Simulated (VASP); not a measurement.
La2HfO2, 5 atoms in the cell. Symmetry: P6/mmm, No. 191, hexagonal system. The conventional cell has a = 3.805 Å, b = 3.805 Å, c = 9.128 Å, α = 90.00°, β = 90.00°, γ = 120.00°. La (site symmetry 6mm) has 6 O at 2.59 Å and 1 La at 2.74 Å and 1 Hf at 3.19 Å within 3.4 Å. Hf (site symmetry 6/mmm) has 2 La at 3.19 Å and 6 Hf at 3.80 Å within 4.2 Å. O (site symmetry -6m2) has 3 O at 2.20 Å and 6 La at 2.59 Å within 2.9 Å. The cell was generated, and may not be a known phase.

- Program: VASP 6.6.1
- Task: relaxation of cell and atoms
- Functional: PBE
- Potentials or basis: VASP PAW PBE potentials, release 64 (La, Hf_pv, O)
- Cutoff: 600 eV
- k mesh: 12 × 12 × 4
- Occupations: gaussian, width 0.1 eV
- Spin: no spin polarisation
- Dipole correction: no
- Further INCAR settings: ALGO = Normal; EDIFF = 1e-07; IBRION = 2; EDIFFG = -0.01; NSW = 100; ISIF = 3

Potentials or basis: VASP PAW PBE potentials, release 64 (La, Hf_pv, O).

Launch:

```bash
$ cat potpaw_PBE.64/La/POTCAR potpaw_PBE.64/Hf_pv/POTCAR potpaw_PBE.64/O/POTCAR > POTCAR
$ mpirun -np 1 vasp_std > vasp.out
```

Hardware: 1 thread of Intel(R) Xeon(R) Platinum 8488C (Sapphire Rapids), with other jobs on the host.

Problem. Estimate the wall time of this run.

Solution. Wall time 11 min on 1 thread of Intel(R) Xeon(R) Platinum 8488C (Sapphire Rapids), with other jobs on the host, peak memory 0.44 GiB. Counts: scf iterations 52, k points 57, ion steps 4.
